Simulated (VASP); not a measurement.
Wanted: the native input for a VASP 6.6.1 run.

| Item | Value |
| --- | --- |
| Task | single point |
| Functional | PBE |
| Potentials or basis | VASP PAW PBE potentials, release 64 (Al, B, P) |
| Cutoff | 520 eV |
| k mesh | 6 × 6 × 6 |
| Occupations | gaussian, width 0.1 eV |
| Spin | no spin polarisation |
| Dipole correction | no |
| Further INCAR settings | ALGO = Normal; EDIFF = 1e-06; NBANDS = 21 |

The structure of Al2BP3 lies in POSCAR:

```
Al2BP3
1.0
   -1.8114234283      1.8114234283      8.0424843064
    1.8114234283     -1.8114234283      8.0424843064
    1.8114234283      1.8114234283     -8.0424843064
Al B P
2 1 3
Direct
    0.8406411993      0.8406411993      0.0000000000
    0.1593588007      0.1593588007      0.0000000000
    0.5000000000      0.5000000000      0.0000000000
    0.4330736654      0.9330736654      0.5000000000
    0.0669263346      0.5669263346      0.5000000000
    0.7500000000      0.2500000000      0.5000000000
```

One way to write it, as run:

INCAR

```
ALGO = Normal
EDIFF = 1E-6
ENCUT = 520
GGA = PE
ISIF = 2
ISMEAR = 0
LASPH = T
LCHARG = T
LELF = T
LREAL = F
LVHAR = T
LWAVE = F
NBANDS = 21
NELM = 80
PREC = Accurate
SIGMA = 0.1
```

KPOINTS

```
k-points
0
Gamma
  6 6 6
```

Potentials or basis: VASP PAW PBE potentials, release 64 (Al, B, P).

Launch:

```bash
$ cat potpaw_PBE.64/Al/POTCAR potpaw_PBE.64/B/POTCAR potpaw_PBE.64/P/POTCAR > POTCAR
$ mpirun -np 1 vasp_std > vasp.out
```

It gave:

| Property | Result |
| --- | --- |
| Pressure | 0.1 GPa |
| Largest force | 0.017 eV/Å |
| Band gap on the k mesh | 0.90 eV (least direct gap 1.06 eV) |

Wall time 2.9 min on 1 thread of Intel(R) Xeon(R) 6975P-C (Granite Rapids), on a shared host, peak memory 0.53 GiB.
